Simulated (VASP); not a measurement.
## Zr: relaxation of the atoms with PBEsol

Zr, a slab with vacuum:

```
Zr
1.0
     3.18343    0.00000    0.00000
    -1.59172    2.75693    0.00000
     0.00000    0.00000   25.23525
Zr
5
Cartesian
  0.0000 1.8380 7.5000
  1.5917 0.9190 10.0588
  0.0000 1.8380 12.6176
  1.5917 0.9190 15.1764
  0.0000 1.8380 17.7353
```

- Program: VASP 6.6.1
- Task: relaxation of the atoms
- Functional: PBEsol
- Potentials or basis: VASP PAW PBE potentials, release 64 (Zr_sv)
- Cutoff: 520 eV
- k mesh: 12 × 12 × 1
- Occupations: gaussian, width 0.1 eV
- Spin: no spin polarisation
- Dipole correction: yes
- Further INCAR settings: ALGO = Fast; EDIFF = 1e-06; IBRION = 2; EDIFFG = -0.02; NSW = 80

```yaml
Energy_gained_by_relaxing: 22.2 meV/atom
Ionic_steps: 12
Largest_force_after_relaxing: 0.005 eV/Å
Band_gap_on_the_k_mesh: zero (bands 30 and 31 overlap by 1.18 eV)
```

Forces in eV/Å, atoms in the order of the input:
```
Zr   0.000  0.000  0.005
Zr   0.000  0.000  0.001
Zr   0.000  0.000  0.000
Zr   0.000  0.000 -0.001
Zr   0.000  0.000 -0.005
```

Step by step:
```
step  energy change (eV)  largest force (eV/Å)  pressure (GPa)
   1              0.0000                0.6579           -1.71
   2             -0.0628                0.4420           -1.45
   3             -0.1013                0.2067           -1.11
   4             -0.0609                0.6599           -0.16
   5             -0.1078                0.0768           -0.91
   6             -0.1080                0.0521           -0.87
   7             -0.1079                0.0592           -0.85
   8             -0.1085                0.0582           -0.82
   9             -0.1098                0.0537           -0.73
  10             -0.1109                0.0420           -0.56
  11             -0.1110                0.0325           -0.62
  12             -0.1112                0.0055           -0.59
```

Final structure:
```
Zr
1.0
     3.18343    0.00000    0.00000
    -1.59172    2.75693    0.00000
     0.00000    0.00000   25.23525
Zr
5
Direct
  0.33333 0.66667 0.30143
  0.66667 0.33333 0.39631
  0.33333 0.66667 0.50000
  0.66667 0.33333 0.60369
  0.33333 0.66667 0.69857
```

Levels at points of the mesh, in eV from the Fermi level:
```
           k point  band 27  band 28  band 29  band 30  band 31  band 32
(0.00, 0.00, 0.00)    -0.20     0.49     0.51     0.69     0.69     0.77
(0.50, 0.00, 0.00)    -1.33    -1.12    -0.84     0.20     0.73     0.75
```

Wall time 81 min on 1 thread of Oxide Virtual Turin-like Processor (shared host), peak memory 0.37 GiB.

Caveat: the PAW data sets were made with another functional, which shifts forces and pressure a little.
